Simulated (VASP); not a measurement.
# P (Cmce) in VASP: a series of runs

P is run at these levels: B3LYP, PBEsol-based screened hybrid with 25 % exact exchange; tasks: single point.

Program: VASP 6.6.1. These are calculated values, not measurements. Logs are shortened: lines on timing, memory, paths and dates and some standing lists are left out, and cuts for length are marked.

## 1. The cell of the first run

Symmetry: Cmce, No. 64, orthorhombic system. The conventional cell has a = 3.295 Å, b = 10.930 Å, c = 4.544 Å, α = 90.00°, β = 90.00°, γ = 90.00°. P (site symmetry m) has 3 P at 2.20 to 2.25 Å within 2.9 Å.

## 2. Single point, B3LYP

POSCAR

```
P
1.0
    1.6477431241     -5.4650377251      0.0000000000
    1.6477431241      5.4650377251      0.0000000000
    0.0000000000      0.0000000000      4.5436355900
P
4
Direct
    0.9041431300      0.0958568700      0.5888151700
    0.0958568700      0.9041431300      0.4111848300
    0.5958568700      0.4041431300      0.0888151700
    0.4041431300      0.5958568700      0.9111848300
```

INCAR.step1

```
  PREC = Accurate
  ENCUT = 520
  EDIFF = 1E-5
  ISMEAR = -1
  SIGMA = 0.05
  LREAL = False
  LASPH = True
  NELM = 60
  ALGO = Normal
  ISIF = 2
  LWAVE = True
  LCHARG = False
  NBANDS = 18
  GGA = PE
```

INCAR.step2

```
  PREC = Accurate
  ENCUT = 520
  EDIFF = 1E-6
  ISMEAR = -1
  SIGMA = 0.05
  LREAL = False
  LASPH = True
  NELM = 60
  ALGO = Normal
  ISIF = 2
  LWAVE = False
  LCHARG = False
  GGA = B3
  LHFCALC = True
  AEXX = 0.2
  AGGAX = 0.72
  AGGAC = 0.81
  ALDAC = 0.19
  PRECFOCK = Normal
  NBANDS = 18
  ISTART = 1
```

KPOINTS

```
regular mesh
0
Gamma
  4 4 3
```

Potentials or basis: VASP PAW PBE potentials, release 64 (P).

The run is started by

```console
$ cat potpaw_PBE.64/P/POTCAR > POTCAR
$ cp INCAR.step1 INCAR
$ mpirun -np 1 vasp_std > vasp.out
$ cp INCAR.step2 INCAR
$ mpirun -np 1 vasp_std > vasp.out
```

OUTCAR:

```text
PREC = Accurate
   ENCUT = 520
   EDIFF = 1E-6
   ISMEAR = -1
   LREAL = False
   LASPH = True
   NELM = 60
   ISIF = 2
   GGA = B3
   LHFCALC = True
   AEXX = 0.2
   PRECFOCK = Normal
   ISTART = 1

 ion  position               nearest neighbor table
   1  0.904  0.096  0.589-   4 2.20   4 2.20   2 2.25
   2  0.096  0.904  0.411-   3 2.20   3 2.20   1 2.25
   3  0.596  0.404  0.089-   2 2.20   2 2.20   4 2.25
   4  0.404  0.596  0.911-   1 2.20   1 2.20   3 2.25

  LATTYP: Found a base centered orthorhombic cell.
 ALAT       =     3.2954862482
 B/A-ratio  =     3.3166806435
 C/A-ratio  =     1.3787451222

  Lattice vectors:

 A1 = (   1.6477431241,  -5.4650377251,   0.0000000000)
 A2 = (   1.6477431241,   5.4650377251,   0.0000000000)
 A3 = (   0.0000000000,   0.0000000000,   4.5436355900)

Analysis of symmetry for initial positions (statically):
=====================================================================
 Subroutine PRICEL returns:
 Original cell was already a primitive cell.

 Routine SETGRP: Setting up the symmetry group for a
 base centered orthorhombic supercell.

 Subroutine GETGRP returns: Found  8 space group operations
 (whereof  4 operations were pure point group operations)
 out of a pool of  8 trial point group operations.

The static configuration has the point symmetry C_2h.
 The point group associated with its full space group is D_2h.

Analysis of symmetry for dynamics (positions and initial velocities):
=====================================================================
 Subroutine PRICEL returns:
 Original cell was already a primitive cell.

 Routine SETGRP: Setting up the symmetry group for a
 base centered orthorhombic supercell.

 Subroutine GETGRP returns: Found  8 space group operations
 (whereof  4 operations were pure point group operations)
 out of a pool of  8 trial point group operations.

The dynamic configuration has the point symmetry C_2h.
 The point group associated with its full space group is D_2h.

 Subroutine INISYM returns: Found  8 space group operations
 (whereof  4 operations are pure point group operations),
 and found     1 'primitive' translations

[... 89 lines left out ...]
   EDIFFG = 0.1E-04   stopping-criterion for IOM
   NSW    =      0    number of steps for IOM
   IBRION =     -1    ionic relax: 0-MD 1-quasi-New 2-CG
   NFREE  =      0    steps in history (QN), initial steepest desc. (CG)
   ISIF   =      2    stress and relaxation
   ISYM   =      3    0-nonsym 1-usesym 2-fastsym
   POTIM  = 0.5000    time-step for ionic-motion
   TEBEG  =    0.0;   TEEND  =   0.0 temperature during run
   PSTRESS=    0.0 pullay stress
   NELECT =      20.0000    total number of electrons
   NUPDOWN=      -1.0000    fix difference up-down
   EMIN   =  10.00;   EMAX   =-10.00  energy-range for DOS
   EFERMI =   0.00;   METHOD = LEGACY
   ISMEAR =    -1;   SIGMA  =   0.05  broadening in eV -4-tet -1-fermi 0-gaus
   EFERMI_NEDOS =   21; number of points for ismear=-14 and -15
   IALGO  =     38    algorithm
   IMIX   =      1    mixing-type and parameters
     AMIX     =   0.40;   BMIX     =  1.00
     AMIX_MAG =   1.60;   BMIX_MAG =  1.00
  volume/ion in A,a.u.               =      20.46       138.06
  Fermi-wavevector in a.u.,A,eV,Ry     =   1.023559  1.934246 14.254450  1.047673
  Thomas-Fermi vector in A             =   2.157299
   LORBIT       =      0    0 simple, 1 ext, 2 COOP (PROOUT), +10 PAW based schemes
   GGA     = B3    functional components
   LHFCALC =     T    Hartree Fock is set to
   PRECFOCK=normal    Normal, Fast or Accurate (Low or Medium for compatibility)
   ENCUT4O =  -1.0   cutoff for four orbital integrals eV
   NKREDX  =     1    reduce k-point grid by
   NKREDY  =     1    reduce k-point grid by
   NKREDZ  =     1    reduce k-point grid by
   AEXX    =    0.2000 exact exchange contribution
   HFSCREEN=    0.0000 screening length (either q_TF or 0.3 A-1)
   HFSCREENC=   0.0000 screening length for correlation (either q_TF or 0.3 A-1)
   ENCUTFOCK=  -1.0 apply spherical cutoff to Coloumb kernel
   IVDW    =     0    specifies the selected vdW correction
   LEPSILON=     F    determine dielectric tensor
   LRPA    =     F    only Hartree local field effects (RPA)
 non-spin polarized calculation
  energy-cutoff  :      520.00
  volume of cell :       81.83
 maximum number of plane-waves:      2223
  NGX = 32; NGY = 32; NGZ = 28

 number of electron      20.0000004 magnetization

 Free energy of the ion-electron system (eV)
  ---------------------------------------------------
  ext. energy  EPLUGINS =         0.00000000
  ---------------------------------------------------
  free energy    TOTEN  =       -24.25439493 eV

  energy without entropy =      -24.25439474  energy(sigma->0) =      -24.25439484

 E-fermi :   6.1235     XC(G=0):  -7.4585

 val. band max:        5.4918472414   @ k =   0.5000   0.5000   0.0000
 cond. band min:       6.7553452330   @ k =   0.5000   0.5000   0.0000
 fundamental gap:      1.2634979917
 Fermi energy:         6.1235206600

 k-point     1 :       0.0000    0.0000    0.0000
  band No.  band energies     occupation
      1     -11.6465      2.00000
      2      -8.7024      2.00000
      3      -5.1804      2.00000
      4      -1.7593      2.00000
      5       0.0526      2.00000
      6       0.2606      2.00000
[... 271 lines left out ...]
      5       1.4368      2.00000
      6       1.5478      2.00000
[... 10 lines left out ...]
     17      13.0498      0.00000
     18      13.0651      0.00000

------------------------ aborting loop because EDIFF is reached ----------------------------------------

  FORCE on cell =-STRESS in cart. coord.  units (eV):
  Direction    XX          YY          ZZ          XY          YZ          ZX
  --------------------------------------------------------------------------------------
  -------------------------------------------------------------------------------------
  Total        2.6947684      1.1677465      1.5677220      0.0000000      0.0000000      0.0000000
  in kB       52.7613459     22.8635145     30.6947061      0.0000000      0.0000000      0.0000000
  external PRESSURE =      35.4398555 kB  Pullay stress =       0.0000000 kB

 VOLUME and BASIS-vectors are now :
 -----------------------------------------------------------------------------
  energy-cutoff  :      520.00
  volume of cell :       81.83
      direct lattice vectors                 reciprocal lattice vectors
     1.647743124 -5.465037725  0.000000000     0.303445357 -0.091490677  0.000000000
     1.647743124  5.465037725  0.000000000     0.303445357  0.091490677  0.000000000
     0.000000000  0.000000000  4.543635590     0.000000000  0.000000000  0.220088073

 POSITION                                       TOTAL-FORCE (eV/Angst)
 -----------------------------------------------------------------------------------
      1.64774     -4.41731      2.67536         0.000000     -0.002075     -0.072244
      1.64774      4.41731      1.86827         0.000000      0.002075      0.072244
      1.64774     -1.04772      0.40354         0.000000      0.002075     -0.072244
      1.64774      1.04772      4.14009         0.000000     -0.002075      0.072244
 -----------------------------------------------------------------------------------
    total drift:                                0.000000      0.000000      0.000000

  FREE ENERGIE OF THE ION-ELECTRON SYSTEM (eV)
  ---------------------------------------------------
  free  energy   TOTEN  =       -24.2543949278 eV

  energy  without entropy=      -24.2543947424  energy(sigma->0) =      -24.25439484
```

Wall time 34 min (1 thread of AMD EPYC 7R43 (Zen 3), shared host); peak memory 0.21 GiB.

Results:

* Free energy: -24.2544 eV
* Pressure: 3.5 GPa
* Largest force: 0.072 eV/Å
* Band gap on the k mesh: 1.26 eV

Forces on the atoms (eV/Å):
```
P    0.000 -0.002 -0.072
P    0.000  0.002  0.072
P    0.000  0.002 -0.072
P    0.000 -0.002  0.072
```

Stress tensor (GPa, compression positive):
```
5.28 0.00 0.00
0.00 2.29 0.00
0.00 0.00 3.07
```

Caveat: the k points lie up to 0.50 Å⁻¹ apart; the PAW data sets were made with another functional, which shifts forces and pressure a little.

## 3. Single point, PBEsol-based screened hybrid with 25 % exact exchange

POSCAR is that of step 2.

INCAR.step1

```
SYSTEM = P
ALGO = Normal ; EDIFF = 1E-5
ENCUT = 520 ; GGA = PE
ISIF = 2 ; ISMEAR = -1
LASPH = .TRUE. ; LREAL = .FALSE.
LWAVE = .TRUE. ; NBANDS = 18
NELM = 60 ; PREC = Accurate
SIGMA = 0.05
```

INCAR.step2

```
SYSTEM = P
AEXX = 0.25 ; ALGO = Normal
EDIFF = 1E-6 ; ENCUT = 520
GGA = PS ; HFSCREEN = 0.207
ISIF = 2 ; ISMEAR = -1
ISTART = 1 ; LASPH = .TRUE.
LCHARG = .TRUE. ; LELF = .TRUE.
LHFCALC = .TRUE. ; LREAL = .FALSE.
LVHAR = .TRUE. ; LWAVE = .FALSE.
NBANDS = 18 ; NELM = 60
PREC = Accurate ; PRECFOCK = Normal
SIGMA = 0.05
```

KPOINTS

```
k-points
0
G
  4 4 3
  0 0 0
```

Potentials or basis: VASP PAW PBE potentials, release 64 (P).

The run is started by

```console
$ cat potpaw_PBE.64/P/POTCAR > POTCAR
$ cp INCAR.step1 INCAR
$ mpirun -np 1 vasp_std > vasp.out
$ cp INCAR.step2 INCAR
$ mpirun -np 1 vasp_std > vasp.out
```

It took 17 min on 1 thread of AMD EPYC 7R13 (Zen 3), shared host; peak memory 0.32 GiB.

It converged, with:

| Item | Value |
| --- | --- |
| Free energy | -26.6496 eV |
| Pressure | -2.1 GPa |
| Largest force | 0.212 eV/Å |
| Band gap on the k mesh | 0.63 eV |

Forces in eV/Å, atoms in the order of the input:
```
P    0.000 -0.208 -0.037
P    0.000  0.208  0.037
P    0.000  0.208 -0.037
P    0.000 -0.208  0.037
```

Stress tensor (GPa, compression positive):
```
-1.00  0.00  0.00
 0.00 -2.67  0.00
 0.00  0.00 -2.65
```

Levels at points of the mesh, in eV from the valence-band top:
```tsv
k point	band 8	band 9	band 10	band 11	band 12	band 13
(0.00, 0.00, 0.00)	-3.11	-2.85	-1.38	1.12	1.65	2.68
(0.50, 0.00, 0.00)	-3.80	-2.92	-2.92	1.24	1.24	2.03
(0.50, 0.50, 0.00)	-2.68	-1.78	0.00	0.63	1.39	2.93
```

Caveat: the k points lie up to 0.50 Å⁻¹ apart; the PAW data sets were made with another functional, which shifts forces and pressure a little. A k mesh can miss the band edges.
